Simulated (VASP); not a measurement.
# TiC (Fm-3m) in VASP: single point with PBE

Aim: the single point of TiC with PBE.

Program: VASP 6.6.1. These are calculated values, not measurements. Logs are shortened: lines on timing, memory, paths and dates and some standing lists are left out, and cuts for length are marked.

## Step 1: The cell of the first run

It takes space group Fm-3m (No. 225, cubic). Conventional cell: a = 4.319 Å, b = 4.319 Å, c = 4.319 Å, α = 90.00°, β = 90.00°, γ = 90.00°. Within 2.9 Å of Ti (site symmetry m-3m) lie 6 C at 2.16 Å. Within 2.9 Å of C (site symmetry m-3m) lie 6 Ti at 2.16 Å.

## Step 2: Single point, PBE

Input file INCAR:

```
PREC = Accurate
ENCUT = 600
EDIFF = 1E-6
ISMEAR = 1
SIGMA = 0.15
LREAL = False
LASPH = True
NELM = 120
ALGO = Normal
ISIF = 2
LWAVE = False
LCHARG = False
GGA = PE
NBANDS = 15
GGA_COMPAT = False
```

Input file KPOINTS:

```
regular mesh
0
Gamma
  8 8 8
```

Input file POSCAR:

```
TiC
1.0
    0.0000000000      2.1593000000      2.1593000000
    2.1593000000      0.0000000000      2.1593000000
    2.1593000000      2.1593000000      0.0000000000
Ti C
1 1
Direct
    0.0000000000      0.0000000000      0.0000000000
    0.5000000000      0.5000000000      0.5000000000
```

Potentials or basis: VASP PAW PBE potentials, release 64 (Ti_sv, C).

Launch:

```console
cat potpaw_PBE.64/Ti_sv/POTCAR potpaw_PBE.64/C/POTCAR > POTCAR
mpirun -np 1 vasp_std > vasp.out
```

OUTCAR:

```text
PREC = Accurate
   ENCUT = 600
   EDIFF = 1E-6
   ISMEAR = 1
   LREAL = False
   LASPH = True
   NELM = 120
   ISIF = 2
   GGA = PE

 ion  position               nearest neighbor table
   1  0.000  0.000  0.000-   2 2.16   2 2.16   2 2.16   2 2.16   2 2.16   2 2.16
   2  0.500  0.500  0.500-   1 2.16   1 2.16   1 2.16   1 2.16   1 2.16   1 2.16

  LATTYP: Found a face centered cubic cell.
 ALAT       =     4.3186000000

  Lattice vectors:

 A1 = (   0.0000000000,   2.1593000000,   2.1593000000)
 A2 = (   2.1593000000,   0.0000000000,   2.1593000000)
 A3 = (   2.1593000000,   2.1593000000,   0.0000000000)

Analysis of symmetry for initial positions (statically):
=====================================================================
 Subroutine PRICEL returns:
 Original cell was already a primitive cell.

 Routine SETGRP: Setting up the symmetry group for a
 face centered cubic supercell.

 Subroutine GETGRP returns: Found 48 space group operations
 (whereof 48 operations were pure point group operations)
 out of a pool of 48 trial point group operations.

The static configuration has the point symmetry O_h .

Analysis of symmetry for dynamics (positions and initial velocities):
=====================================================================
 Subroutine PRICEL returns:
 Original cell was already a primitive cell.

 Routine SETGRP: Setting up the symmetry group for a
 face centered cubic supercell.

 Subroutine GETGRP returns: Found 48 space group operations
 (whereof 48 operations were pure point group operations)
 out of a pool of 48 trial point group operations.

The dynamic configuration has the point symmetry O_h .

 Subroutine INISYM returns: Found 48 space group operations
 (whereof 48 operations are pure point group operations),
 and found     1 'primitive' translations

----------------------------------------------------------------------------------------

                                     Primitive cell

  volume of cell :      20.1358

  direct lattice vectors                    reciprocal lattice vectors
     0.000000000  2.159300000  2.159300000    -0.231556523  0.231556523  0.231556523
     2.159300000  0.000000000  2.159300000     0.231556523 -0.231556523  0.231556523
     2.159300000  2.159300000  0.000000000     0.231556523  0.231556523 -0.231556523

  length of vectors
     3.053711345  3.053711345  3.053711345     0.401067663  0.401067663  0.401067663

  position of ions in fractional coordinates (direct lattice)
     0.000000000  0.000000000  0.000000000
     0.500000000  0.500000000  0.500000000
[... 83 lines left out ...]
   ISIF   =      2    stress and relaxation
   ISYM   =      2    0-nonsym 1-usesym 2-fastsym
   POTIM  = 0.5000    time-step for ionic-motion
   TEBEG  =    0.0;   TEEND  =   0.0 temperature during run
   PSTRESS=    0.0 pullay stress
   NELECT =      16.0000    total number of electrons
   NUPDOWN=      -1.0000    fix difference up-down
   EMIN   =  10.00;   EMAX   =-10.00  energy-range for DOS
   EFERMI =   0.00;   METHOD = LEGACY
   ISMEAR =     1;   SIGMA  =   0.15  broadening in eV -4-tet -1-fermi 0-gaus
   EFERMI_NEDOS =   21; number of points for ismear=-14 and -15
   IALGO  =     38    algorithm
   IMIX   =      4    mixing-type and parameters
     AMIX     =   0.40;   BMIX     =  1.00
     AMIX_MAG =   1.60;   BMIX_MAG =  1.00
  volume/ion in A,a.u.               =      10.07        67.94
  Fermi-wavevector in a.u.,A,eV,Ry     =   1.516323  2.865436 31.283015  2.299237
  Thomas-Fermi vector in A             =   2.625728
   LORBIT       =      0    0 simple, 1 ext, 2 COOP (PROOUT), +10 PAW based schemes
   GGA     = PE    functional components
   LHFCALC =     F    Hartree Fock is set to
   AEXX    =    0.0000 exact exchange contribution
   IVDW    =     0    specifies the selected vdW correction
   LEPSILON=     F    determine dielectric tensor
   LRPA    =     F    only Hartree local field effects (RPA)
 non-spin polarized calculation
 Methfessel and Paxton  Order N= 1 SIGMA  =   0.15
  energy-cutoff  :      600.00
  volume of cell :       20.14
 maximum number of plane-waves:       692
   NGX = 13   NGY = 13   NGZ = 13

 number of electron      16.0000002 magnetization

 Free energy of the ion-electron system (eV)
  ---------------------------------------------------
  ext. energy  EPLUGINS =         0.00000000
  ---------------------------------------------------
  free energy    TOTEN  =       -18.70584585 eV

  energy without entropy =      -18.70560935  energy(sigma->0) =      -18.70576702

 E-fermi :   9.4668     XC(G=0): -12.7434

 val. band max:        9.2724872270   @ k =   0.3750   0.3750   0.0000
 cond. band min:       9.4919796680   @ k =   0.5000   0.5000   0.0000
 fundamental gap:      0.2194924410
 Fermi energy:         9.4667879780

 k-point     1 :       0.0000    0.0000    0.0000
  band No.  band energies     occupation
      1     -47.0477      2.00000
      2     -23.0676      2.00000
      3     -23.0676      2.00000
      4     -23.0676      2.00000
      5      -2.9183      2.00000
      6      10.2131     -0.00000
      7      10.2131     -0.00000
      8      10.2131     -0.00000
      9      11.2099     -0.00000
     10      11.2099     -0.00000
     11      11.2099     -0.00000
     12      11.2478     -0.00000
     13      11.2478     -0.00000
     14      20.1338      0.00000
[... 401 lines left out ...]
      2     -23.5017      2.00000
      3     -23.2494      2.00000
      4     -23.1609      2.00000
      5       0.2807      2.00000
      6       4.6382      2.00000
      7       6.5045      2.00000
      8       6.9999      2.00000
      9      12.1537     -0.00000
     10      12.3116     -0.00000
     11      13.3521      0.00000
     12      15.9841      0.00000
     13      16.3957      0.00000
     14      20.5720      0.00000
     15      23.8221      0.00000

 [... further k-points ...]
[... 5 lines left out ...]
  --------------------------------------------------------------------------------------
  -------------------------------------------------------------------------------------
  Total        0.3330038      0.3330038      0.3330038      0.0000000      0.0000000     -0.0000000
  in kB       26.4966424     26.4966424     26.4966424      0.0000000      0.0000000     -0.0000000
  external PRESSURE =      26.4966424 kB  Pullay stress =       0.0000000 kB

 VOLUME and BASIS-vectors are now :
 -----------------------------------------------------------------------------
  energy-cutoff  :      600.00
  volume of cell :       20.14
      direct lattice vectors                 reciprocal lattice vectors
     0.000000000  2.159300000  2.159300000    -0.231556523  0.231556523  0.231556523
     2.159300000  0.000000000  2.159300000     0.231556523 -0.231556523  0.231556523
     2.159300000  2.159300000  0.000000000     0.231556523  0.231556523 -0.231556523

 POSITION                                       TOTAL-FORCE (eV/Angst)
 -----------------------------------------------------------------------------------
      0.00000      0.00000      0.00000        -0.000000     -0.000000      0.000000
      2.15930      2.15930      2.15930         0.000000      0.000000     -0.000000
 -----------------------------------------------------------------------------------
    total drift:                                0.000000     -0.000000     -0.000000

  FREE ENERGIE OF THE ION-ELECTRON SYSTEM (eV)
  ---------------------------------------------------
  free  energy   TOTEN  =       -18.7058458499 eV

  energy  without entropy=      -18.7056093526  energy(sigma->0) =      -18.70576702
```

OSZICAR:

```text
N       E                     dE             d eps       ncg     rms          rms(c)
DAV:   1     0.124862008622E+03    0.12486E+03   -0.86097E+03   870   0.141E+03
DAV:   2    -0.159111776638E+02   -0.14077E+03   -0.13084E+03   933   0.356E+02
DAV:   3    -0.240225855915E+02   -0.81114E+01   -0.79296E+01  1142   0.803E+01
DAV:   4    -0.242902082650E+02   -0.26762E+00   -0.26742E+00  1074   0.133E+01
DAV:   5    -0.242953710640E+02   -0.51628E-02   -0.51617E-02  1114   0.164E+00    0.184E+01
DAV:   6    -0.193158054019E+02    0.49796E+01   -0.11726E+01  1226   0.564E+01    0.689E+00
DAV:   7    -0.187400351980E+02    0.57577E+00   -0.21169E+00  1027   0.206E+01    0.497E+00
DAV:   8    -0.187148901423E+02    0.25145E-01   -0.10621E-01   954   0.358E+00    0.333E+00
DAV:   9    -0.187091663078E+02    0.57238E-02   -0.90816E-02  1167   0.410E+00    0.746E-01
DAV:  10    -0.187079155304E+02    0.12508E-02   -0.10889E-02  1100   0.134E+00    0.645E-01
DAV:  11    -0.187059537505E+02    0.19618E-02   -0.29008E-03  1003   0.785E-01    0.155E-01
DAV:  12    -0.187058568422E+02    0.96908E-04   -0.26541E-04  1167   0.199E-01    0.389E-02
DAV:  13    -0.187058456134E+02    0.11229E-04   -0.36084E-05  1024   0.572E-02    0.600E-03
DAV:  14    -0.187058458499E+02   -0.23649E-06   -0.76093E-07   665   0.831E-03
   1 F= -.18705846E+02 E0= -.18705767E+02  d E =-.236497E-03
```

Run time: 15 s. Hardware: 1 thread of Intel Xeon 8259CL, shared host; peak memory 0.14 GiB.

What came out:

- Free energy: -18.7058 eV
- Pressure: 2.6 GPa
- Band gap on the k mesh: zero (band 8 reaches 10.21 eV, above the bottom of band 9 at 9.11 eV)

Levels at points of the mesh, in eV from the Fermi level:
```csv
k point,band 4,band 5,band 6,band 7,band 8,band 9,band 10,band 11,band 12,band 13
"(0.00, 0.00, 0.00)",-32.53,-12.39,0.75,0.75,0.75,1.74,1.74,1.74,1.78,1.78
"(0.50, 0.00, 0.00)",-32.58,-8.86,-5.83,-2.87,-2.87,3.00,3.00,4.20,8.29,8.29
"(0.50, 0.50, 0.00)",-32.71,-10.10,-3.39,-1.59,0.03,0.03,2.79,3.61,3.61,5.93
```
